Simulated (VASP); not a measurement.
Here is a VASP 6.6.1 calculation.

The input INCAR:

```
ALGO     = Normal         # electronic algorithm
EDIFF    = 1E-6           # SCF threshold, eV
ENCUT    = 520            # plane-wave cutoff, eV
GGA      = PE             # functional
ISIF     = 2              # what is computed and relaxed
ISMEAR   = 0              # smearing method
ISPIN    = 2              # spin polarisation
LASPH    = T              # aspherical terms in the spheres
LCHARG   = F              # write CHGCAR
LDAU     = T              # DFT+U
LDAUJ    = 0 0          
LDAUL    = 2 -1           # shell
LDAUPRINT= 1            
LDAUTYPE = 2            
LDAUU    = 2 0            # U, eV
LMAXMIX  = 4              # l up to which the mixer works
LORBIT   = 11             # projections on sites
LREAL    = F              # projectors in reciprocal space
LWAVE    = F              # write WAVECAR
MAGMOM   = 0 0 0 0 0 0 0 0 # initial moments
NBANDS   = 46             # bands
NELM     = 150            # most SCF steps
PREC     = Accurate       # precision mode
SIGMA    = 0.05           # smearing width, eV
```

Contents of KPOINTS:

```
k-points
0
Gamma
  7 7 4
```

File POSCAR:

```
TaN
1.0
    3.0500020400      0.0000000000      0.0000000000
   -3.0500020400      5.2827585000      0.0000000000
    0.0000000000      0.0000000000      4.9400015300
Ta N
4 4
Direct
    0.3333333333      0.3333333334      0.0000000000
    0.6666666667      0.1666666666      0.5000000000
    0.3333333333      0.8333333333      0.0000000000
    0.6666666667      0.6666666666      0.5000000000
    0.3333333333      0.3333333334      0.3850000000
    0.6666666667      0.1666666666      0.8850000000
    0.3333333333      0.8333333333      0.3850000000
    0.6666666667      0.6666666666      0.8850000000
```

Potentials or basis: VASP PAW PBE potentials, release 64 (Ta_pv, N).

Command:

```console
$ cat potpaw_PBE.64/Ta_pv/POTCAR potpaw_PBE.64/N/POTCAR > POTCAR
$ mpirun -np 1 vasp_std > vasp.out
```

Question: What does it give for the band gap on the k mesh?

Answer: Zero (filled and empty bands overlap).

Question: Predict the net moment.

Answer: 0.00 μB per cell.

Question: Estimate the pressure.

Answer: 148.3 GPa.

Eigenvalues of the final occupation matrices:
```
    site  spin  trace               eigenvalues
site 1 d     1   1.50  0.23 0.23 0.34 0.36 0.36
site 1 d     2   1.50  0.23 0.23 0.34 0.36 0.36
site 2 d     1   1.50  0.23 0.23 0.34 0.36 0.36
site 2 d     2   1.50  0.23 0.23 0.34 0.36 0.36
site 3 d     1   1.50  0.23 0.23 0.34 0.36 0.36
site 3 d     2   1.50  0.23 0.23 0.34 0.36 0.36
site 4 d     1   1.50  0.23 0.23 0.34 0.36 0.36
site 4 d     2   1.50  0.23 0.23 0.34 0.36 0.36
```

Caveat: the cell stands under pressure; spin-orbit coupling is left out, which moves the levels of the heavy elements; forces of over 1 eV/Å act on the atoms, so gaps and moduli don't describe the material at rest.
